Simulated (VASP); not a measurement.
# MgS (Fm-3m) in VASP: a series of runs

The runs below take MgS through single point, with PBEsol.

All numbers are computed with VASP 6.6.1; they aren't measurements. Logs are shortened: lines on timing, memory, paths and dates and some standing lists are left out, and cuts for length are marked.

## 1. The cell of the first run

It takes space group Fm-3m (No. 225, cubic). The conventional cell has a = 5.203 Å, b = 5.203 Å, c = 5.203 Å, α = 90.00°, β = 90.00°, γ = 90.00°. Mg (site symmetry m-3m) has 6 S at 2.60 Å within 3.4 Å. Within 3.4 Å of S (site symmetry m-3m) lie 6 Mg at 2.60 Å.

## 2. Single point, PBEsol

Contents of INCAR:

```
PREC     = Accurate       # precision mode
ENCUT    = 520            # plane-wave cutoff, eV
EDIFF    = 1E-7           # SCF threshold, eV
ISMEAR   = 0              # smearing method
SIGMA    = 0.05           # smearing width, eV
LREAL    = False          # projectors in reciprocal space
LASPH    = True           # aspherical terms in the spheres
NELM     = 100            # most SCF steps
ALGO     = Normal         # electronic algorithm
ISIF     = 2              # what is computed and relaxed
LWAVE    = False          # write WAVECAR
LCHARG   = False          # write CHGCAR
GGA      = PS             # functional
NBANDS   = 11             # bands
```

Contents of KPOINTS:

```
Automatic mesh
0
Gamma
  8 8 8
```

Contents of POSCAR:

```
MgS
1.0
    0.0000000000      2.6016500000      2.6016500000
    2.6016500000      0.0000000000      2.6016500000
    2.6016500000      2.6016500000      0.0000000000
Mg S
1 1
Direct
    0.0000000000      0.0000000000      0.0000000000
    0.5000000000      0.5000000000      0.5000000000
```

Potentials or basis: VASP PAW PBE potentials, release 64 (Mg, S).

The run is started by

```console
$ cat potpaw_PBE.64/Mg/POTCAR potpaw_PBE.64/S/POTCAR > POTCAR
$ mpirun -np 1 vasp_std > vasp.out
```

OUTCAR:

```text
PREC = Accurate
   ENCUT = 520
   EDIFF = 1E-7
   ISMEAR = 0
   LREAL = False
   LASPH = True
   NELM = 100
   ISIF = 2
   GGA = PS

 ion  position               nearest neighbor table
   1  0.000  0.000  0.000-   2 2.60   2 2.60   2 2.60   2 2.60   2 2.60   2 2.60
   2  0.500  0.500  0.500-   1 2.60   1 2.60   1 2.60   1 2.60   1 2.60   1 2.60

  LATTYP: Found a face centered cubic cell.
 ALAT       =     5.2033000000

  Lattice vectors:

 A1 = (   0.0000000000,   2.6016500000,   2.6016500000)
 A2 = (   2.6016500000,   0.0000000000,   2.6016500000)
 A3 = (   2.6016500000,   2.6016500000,   0.0000000000)

Analysis of symmetry for initial positions (statically):
=====================================================================
 Subroutine PRICEL returns:
 Original cell was already a primitive cell.

 Routine SETGRP: Setting up the symmetry group for a
 face centered cubic supercell.

 Subroutine GETGRP returns: Found 48 space group operations
 (whereof 48 operations were pure point group operations)
 out of a pool of 48 trial point group operations.

The static configuration has the point symmetry O_h .

Analysis of symmetry for dynamics (positions and initial velocities):
=====================================================================
 Subroutine PRICEL returns:
 Original cell was already a primitive cell.

 Routine SETGRP: Setting up the symmetry group for a
 face centered cubic supercell.

 Subroutine GETGRP returns: Found 48 space group operations
 (whereof 48 operations were pure point group operations)
 out of a pool of 48 trial point group operations.

The dynamic configuration has the point symmetry O_h .

 Subroutine INISYM returns: Found 48 space group operations
 (whereof 48 operations are pure point group operations),
 and found     1 'primitive' translations

----------------------------------------------------------------------------------------

                                     Primitive cell

  volume of cell :      35.2190

  direct lattice vectors                    reciprocal lattice vectors
     0.000000000  2.601650000  2.601650000    -0.192185728  0.192185728  0.192185728
     2.601650000  0.000000000  2.601650000     0.192185728 -0.192185728  0.192185728
     2.601650000  2.601650000  0.000000000     0.192185728  0.192185728 -0.192185728

  length of vectors
     3.679288715  3.679288715  3.679288715     0.332875446  0.332875446  0.332875446

  position of ions in fractional coordinates (direct lattice)
     0.000000000  0.000000000  0.000000000
     0.500000000  0.500000000  0.500000000

  ion indices of the primitive-cell ions
   primitive index   ion index
                 1           1
                 2           2

----------------------------------------------------------------------------------------

 KPOINTS: Automatic mesh

Automatic generation of k-mesh.
 Grid dimensions read from file:
 generate k-points for:    8    8    8

 Generating k-lattice:

  Cartesian coordinates                     Fractional coordinates (reciprocal lattice)
    -0.024023216  0.024023216  0.024023216     0.125000000  0.000000000  0.000000000
     0.024023216 -0.024023216  0.024023216     0.000000000  0.125000000  0.000000000
     0.024023216  0.024023216 -0.024023216     0.000000000  0.000000000  0.125000000

  Length of vectors
     0.041609431  0.041609431  0.041609431

  Shift w.r.t. Gamma in fractional coordinates (k-lattice)
     0.000000000  0.000000000  0.000000000

 Subroutine IBZKPT returns following result:
 ===========================================

 Found     29 irreducible k-points:

 Following reciprocal coordinates:
            Coordinates               Weight
  0.000000  0.000000  0.000000      1.000000
  0.125000  0.000000  0.000000      8.000000
  0.250000  0.000000  0.000000      8.000000
  0.375000  0.000000  0.000000      8.000000
  0.500000  0.000000  0.000000      4.000000
  0.125000  0.125000  0.000000      6.000000
[... 16 lines left out ...]
  0.500000  0.250000  0.125000     48.000000
 -0.375000  0.250000  0.125000     24.000000
 [... further k-points ...]
   k-points           NKPTS =     29   k-points in BZ     NKDIM =     29   number of bands    NBANDS=     11
   number of dos      NEDOS =    301   number of ions     NIONS =      2
   total plane-waves  NPLWV =  21952
   dimension x,y,z NGX =    28 NGY =   28 NGZ =   28
   dimension x,y,z NGXF=    56 NGYF=   56 NGZF=   56
   ions per type =               1   1
   NGX,Y,Z   is equivalent  to a cutoff of  12.65, 12.65, 12.65 a.u.
   NGXF,Y,Z  is equivalent  to a cutoff of  25.30, 25.30, 25.30 a.u.
 SYSTEM =  unknown system
   PREC   = accura    normal or accurate (medium, high low for compatibility)
   ISTART =      0    job   : 0-new  1-cont  2-samecut
   ICHARG =      2    charge: 1-file 2-atom 10-const
   ISPIN  =      1    spin polarized calculation?
   LNONCOLLINEAR =      F non collinear calculations
   LSORBIT =      F    spin-orbit coupling
   LASPH  =      T    aspherical Exc in radial PAW
   ENCUT  =  520.0 eV  38.22 Ry    6.18 a.u.   6.84  6.84  6.84*2*pi/ulx,y,z
   NELM   =    100;   NELMIN=  2; NELMDL= -5     # of ELM steps
   EDIFF  = 0.1E-06   stopping-criterion for ELM
   LREAL  =      F    real-space projection
   EDIFFG = 0.1E-05   stopping-criterion for IOM
   NSW    =      0    number of steps for IOM
   IBRION =     -1    ionic relax: 0-MD 1-quasi-New 2-CG
   NFREE  =      0    steps in history (QN), initial steepest desc. (CG)
   ISIF   =      2    stress and relaxation
   ISYM   =      2    0-nonsym 1-usesym 2-fastsym
   POTIM  = 0.5000    time-step for ionic-motion
   TEBEG  =    0.0;   TEEND  =   0.0 temperature during run
   PSTRESS=    0.0 pullay stress
   NELECT =       8.0000    total number of electrons
   NUPDOWN=      -1.0000    fix difference up-down
   EMIN   =  10.00;   EMAX   =-10.00  energy-range for DOS
   EFERMI =   0.00;   METHOD = LEGACY
   ISMEAR =     0;   SIGMA  =   0.05  broadening in eV -4-tet -1-fermi 0-gaus
   EFERMI_NEDOS =   21; number of points for ismear=-14 and -15
   IALGO  =     38    algorithm
   IMIX   =      4    mixing-type and parameters
     AMIX     =   0.40;   BMIX     =  1.00
     AMIX_MAG =   1.60;   BMIX_MAG =  1.00
  volume/ion in A,a.u.               =      17.61       118.83
  Fermi-wavevector in a.u.,A,eV,Ry     =   0.998878  1.887606 13.575323  0.997758
  Thomas-Fermi vector in A             =   2.131131
   LORBIT       =      0    0 simple, 1 ext, 2 COOP (PROOUT), +10 PAW based schemes
   GGA     = PS    functional components
   LHFCALC =     F    Hartree Fock is set to
   AEXX    =    0.0000 exact exchange contribution
   IVDW    =     0    specifies the selected vdW correction
   LEPSILON=     F    determine dielectric tensor
   LRPA    =     F    only Hartree local field effects (RPA)
 non-spin polarized calculation
 Gauss-broadening in eV      SIGMA  =   0.05
  energy-cutoff  :      520.00
  volume of cell :       35.22
 maximum number of plane-waves:       960
   NGX = 13   NGY = 13   NGZ = 13

 number of electron       8.0000000 magnetization

 Free energy of the ion-electron system (eV)
  ---------------------------------------------------
  ext. energy  EPLUGINS =         0.00000000
  ---------------------------------------------------
  free energy    TOTEN  =        -9.07334960 eV

  energy without entropy =       -9.07334960  energy(sigma->0) =       -9.07334960

 E-fermi :   3.9432     XC(G=0):  -9.8366

 val. band max:        3.6751881256   @ k =   0.0000   0.0000   0.0000
 cond. band min:       6.3794904065   @ k =   0.5000   0.5000   0.0000
 fundamental gap:      2.7043022809
 Fermi energy:         3.9431856889

 k-point     1 :       0.0000    0.0000    0.0000
  band No.  band energies     occupation
      1      -9.0080      2.00000
      2       3.6752      2.00000
      3       3.6752      2.00000
      4       3.6752      2.00000
      5       7.2683      0.00000
      6      11.5295      0.00000
      7      11.5295      0.00000
      8      11.5295      0.00000
      9      13.9866      0.00000
     10      13.9866      0.00000
     11      15.9717      0.00000

 k-point     2 :       0.1250    0.0000    0.0000
  band No.  band energies     occupation
      1      -8.8552      2.00000
      2       2.6054      2.00000
      3       3.5722      2.00000
      4       3.5722      2.00000
      5       8.0796      0.00000
      6      11.1999      0.00000
      7      11.7814      0.00000
      8      11.7814      0.00000
      9      13.3328      0.00000
     10      13.3328      0.00000
     11      16.2405      0.00000

 k-point     3 :       0.2500    0.0000    0.0000
  band No.  band energies     occupation
      1      -8.4415      2.00000
      2       0.8258      2.00000
      3       3.3481      2.00000
      4       3.3481      2.00000
      5       8.5048      0.00000
      6      11.4145      0.00000
      7      11.4145      0.00000
      8      11.8873      0.00000
      9      13.8918      0.00000
     10      13.8918      0.00000
     11      15.4357      0.00000

 k-point     4 :       0.3750    0.0000    0.0000
  band No.  band energies     occupation
      1      -7.9348      2.00000
      2      -0.6331      2.00000
      3       3.1513      2.00000
      4       3.1513      2.00000
      5       8.2184      0.00000
      6      10.7488      0.00000
      7      10.7488      0.00000
      8      13.3877      0.00000
      9      15.0992      0.00000
     10      15.8596      0.00000
     11      15.8596      0.00000
[... 239 lines left out ...]
 k-point    22 :       0.3750    0.2500    0.1250
  band No.  band energies     occupation
      1      -8.1170      2.00000
      2       0.5600      2.00000
      3       2.1916      2.00000
      4       2.9875      2.00000
      5       9.4015      0.00000
      6      10.0416      0.00000
      7      10.6575      0.00000
      8      12.8084      0.00000
      9      13.7200      0.00000
     10      16.5889      0.00000
     11      18.4371      0.00000

 k-point    23 :       0.5000    0.2500    0.1250
  band No.  band energies     occupation
      1      -7.6885      2.00000
      2      -0.2913      2.00000
      3       1.6438      2.00000
      4       2.6691      2.00000
      5       9.2217      0.00000
      6       9.9539      0.00000
      7      11.3866      0.00000
      8      12.5964      0.00000
      9      15.2589      0.00000
     10      17.8529      0.00000
     11      18.4526      0.00000

 k-point    24 :      -0.3750    0.2500    0.1250
  band No.  band energies     occupation
      1      -7.4829      2.00000
      2      -0.6900      2.00000
      3       1.4978      2.00000
      4       2.5057      2.00000
      5       9.1785      0.00000
      6       9.6641      0.00000
      7      12.0213      0.00000
      8      13.0049      0.00000
      9      15.8361      0.00000
     10      16.8887      0.00000
     11      19.0932      0.00000

 [... further k-points ...]
[... 5 lines left out ...]
  --------------------------------------------------------------------------------------
  -------------------------------------------------------------------------------------
  Total       -0.2492098     -0.2492098     -0.2492098      0.0000000     -0.0000000      0.0000000
  in kB      -11.3370253    -11.3370253    -11.3370253      0.0000000     -0.0000000      0.0000000
  external PRESSURE =     -11.3370253 kB  Pullay stress =       0.0000000 kB

 VOLUME and BASIS-vectors are now :
 -----------------------------------------------------------------------------
  energy-cutoff  :      520.00
  volume of cell :       35.22
      direct lattice vectors                 reciprocal lattice vectors
     0.000000000  2.601650000  2.601650000    -0.192185728  0.192185728  0.192185728
     2.601650000  0.000000000  2.601650000     0.192185728 -0.192185728  0.192185728
     2.601650000  2.601650000  0.000000000     0.192185728  0.192185728 -0.192185728

 POSITION                                       TOTAL-FORCE (eV/Angst)
 -----------------------------------------------------------------------------------
      0.00000      0.00000      0.00000        -0.000000      0.000000     -0.000000
      2.60165      2.60165      2.60165         0.000000     -0.000000      0.000000
 -----------------------------------------------------------------------------------
    total drift:                                0.000000      0.000000      0.000000

  FREE ENERGIE OF THE ION-ELECTRON SYSTEM (eV)
  ---------------------------------------------------
  free  energy   TOTEN  =        -9.0733496044 eV

  energy  without entropy=       -9.0733496044  energy(sigma->0) =       -9.07334960
```

Run time: 19 s. Hardware: 1 thread of AMD EPYC 7R13, shared host; peak memory 0.13 GiB.

Results:

```yaml
Free_energy: -9.0733 eV
Pressure: -1.1 GPa
Band_gap_on_the_k_mesh: 2.70 eV, indirect (least direct gap 3.59 eV)
```

Caveat: the PAW data sets were made with another functional, which shifts forces and pressure a little.

## 3. Single point, PBEsol

Contents of INCAR:

```
SYSTEM = MgS
PREC = Accurate
ENCUT = 520
EDIFF = 1E-6
ISMEAR = 0
SIGMA = 0.05
LREAL = .FALSE.
LASPH = .TRUE.
NELM = 100
ALGO = Normal
ISIF = 2
LWAVE = .FALSE.
LCHARG = .FALSE.
GGA = PS
NBANDS = 11
```

Contents of KPOINTS:

```
Automatic mesh
0
G
  8 8 8
  0 0 0
```

POSCAR is that of step 2.

Potentials or basis: VASP PAW PBE potentials, release 64 (Mg, S).

The run is started by

```console
$ cat potpaw_PBE.64/Mg/POTCAR potpaw_PBE.64/S/POTCAR > POTCAR
$ mpirun -np 1 vasp_std > vasp.out
```

OUTCAR:

```text
SYSTEM = MgS
   PREC = Accurate
   ENCUT = 520
   EDIFF = 1E-6
   ISMEAR = 0
   LREAL = .FALSE.
   LASPH = .TRUE.
   NELM = 100
   ISIF = 2
   GGA = PS

 ion  position               nearest neighbor table
   1  0.000  0.000  0.000-   2 2.60   2 2.60   2 2.60   2 2.60   2 2.60   2 2.60
   2  0.500  0.500  0.500-   1 2.60   1 2.60   1 2.60   1 2.60   1 2.60   1 2.60

  LATTYP: Found a face centered cubic cell.
 ALAT       =     5.2033000000

  Lattice vectors:

 A1 = (   0.0000000000,   2.6016500000,   2.6016500000)
 A2 = (   2.6016500000,   0.0000000000,   2.6016500000)
 A3 = (   2.6016500000,   2.6016500000,   0.0000000000)

Analysis of symmetry for initial positions (statically):
=====================================================================
 Subroutine PRICEL returns:
 Original cell was already a primitive cell.

 Routine SETGRP: Setting up the symmetry group for a
 face centered cubic supercell.

 Subroutine GETGRP returns: Found 48 space group operations
 (whereof 48 operations were pure point group operations)
 out of a pool of 48 trial point group operations.

The static configuration has the point symmetry O_h .

Analysis of symmetry for dynamics (positions and initial velocities):
=====================================================================
 Subroutine PRICEL returns:
 Original cell was already a primitive cell.

 Routine SETGRP: Setting up the symmetry group for a
 face centered cubic supercell.

 Subroutine GETGRP returns: Found 48 space group operations
 (whereof 48 operations were pure point group operations)
 out of a pool of 48 trial point group operations.

The dynamic configuration has the point symmetry O_h .

 Subroutine INISYM returns: Found 48 space group operations
 (whereof 48 operations are pure point group operations),
 and found     1 'primitive' translations

----------------------------------------------------------------------------------------

[... 114 lines left out ...]
  Fermi-wavevector in a.u.,A,eV,Ry     =   0.998878  1.887606 13.575323  0.997758
  Thomas-Fermi vector in A             =   2.131131
   LORBIT       =      0    0 simple, 1 ext, 2 COOP (PROOUT), +10 PAW based schemes
   GGA     = PS    functional components
   LHFCALC =     F    Hartree Fock is set to
   AEXX    =    0.0000 exact exchange contribution
   IVDW    =     0    specifies the selected vdW correction
   LEPSILON=     F    determine dielectric tensor
   LRPA    =     F    only Hartree local field effects (RPA)
 non-spin polarized calculation
 Gauss-broadening in eV      SIGMA  =   0.05
  energy-cutoff  :      520.00
  volume of cell :       35.22
 maximum number of plane-waves:       960
   NGX = 13   NGY = 13   NGZ = 13

 number of electron       8.0000000 magnetization

 Free energy of the ion-electron system (eV)
  ---------------------------------------------------
  ext. energy  EPLUGINS =         0.00000000
  ---------------------------------------------------
  free energy    TOTEN  =        -9.07334962 eV

  energy without entropy =       -9.07334962  energy(sigma->0) =       -9.07334962

 E-fermi :   3.9433     XC(G=0):  -9.8366

 val. band max:        3.6752766548   @ k =   0.0000   0.0000   0.0000
 cond. band min:       6.3794890032   @ k =   0.5000   0.5000   0.0000
 fundamental gap:      2.7042123484
 Fermi energy:         3.9432502860

 k-point     1 :       0.0000    0.0000    0.0000
  band No.  band energies     occupation
      1      -9.0079      2.00000
      2       3.6753      2.00000
      3       3.6753      2.00000
      4       3.6753      2.00000
      5       7.2684      0.00000
      6      11.5295      0.00000
      7      11.5295      0.00000
      8      11.5295      0.00000
      9      13.9867      0.00000
     10      13.9867      0.00000
     11      15.9717      0.00000
[... 309 lines left out ...]
 k-point    24 :      -0.3750    0.2500    0.1250
  band No.  band energies     occupation
      1      -7.4828      2.00000
      2      -0.6900      2.00000
      3       1.4979      2.00000
      4       2.5057      2.00000
      5       9.1786      0.00000
      6       9.6641      0.00000
      7      12.0213      0.00000
      8      13.0049      0.00000
      9      15.8361      0.00000
     10      16.8887      0.00000
     11      19.0934      0.00000

 [... further k-points ...]
[... 5 lines left out ...]
  --------------------------------------------------------------------------------------
  -------------------------------------------------------------------------------------
  Total       -0.2500011     -0.2500011     -0.2500011      0.0000000      0.0000000      0.0000000
  in kB      -11.3730223    -11.3730223    -11.3730223      0.0000000      0.0000000      0.0000000
  external PRESSURE =     -11.3730223 kB  Pullay stress =       0.0000000 kB

 VOLUME and BASIS-vectors are now :
 -----------------------------------------------------------------------------
  energy-cutoff  :      520.00
  volume of cell :       35.22
      direct lattice vectors                 reciprocal lattice vectors
     0.000000000  2.601650000  2.601650000    -0.192185728  0.192185728  0.192185728
     2.601650000  0.000000000  2.601650000     0.192185728 -0.192185728  0.192185728
     2.601650000  2.601650000  0.000000000     0.192185728  0.192185728 -0.192185728

 POSITION                                       TOTAL-FORCE (eV/Angst)
 -----------------------------------------------------------------------------------
      0.00000      0.00000      0.00000        -0.000000     -0.000000      0.000000
      2.60165      2.60165      2.60165         0.000000      0.000000      0.000000
 -----------------------------------------------------------------------------------
    total drift:                                0.000000      0.000000      0.000000

  FREE ENERGIE OF THE ION-ELECTRON SYSTEM (eV)
  ---------------------------------------------------
  free  energy   TOTEN  =        -9.0733496237 eV

  energy  without entropy=       -9.0733496237  energy(sigma->0) =       -9.07334962
```

It took 10 s on 1 thread of Intel Xeon 6975P-C, shared host; peak memory 0.15 GiB.

Results:

- Free energy: -9.0733 eV
- Pressure: -1.1 GPa
- Band gap on the k mesh: 2.70 eV, indirect (least direct gap 3.59 eV)

Caveat: the PAW data sets were made with another functional, which shifts forces and pressure a little. A hybrid or GW would open this gap; PBEsol tends to underestimate it.
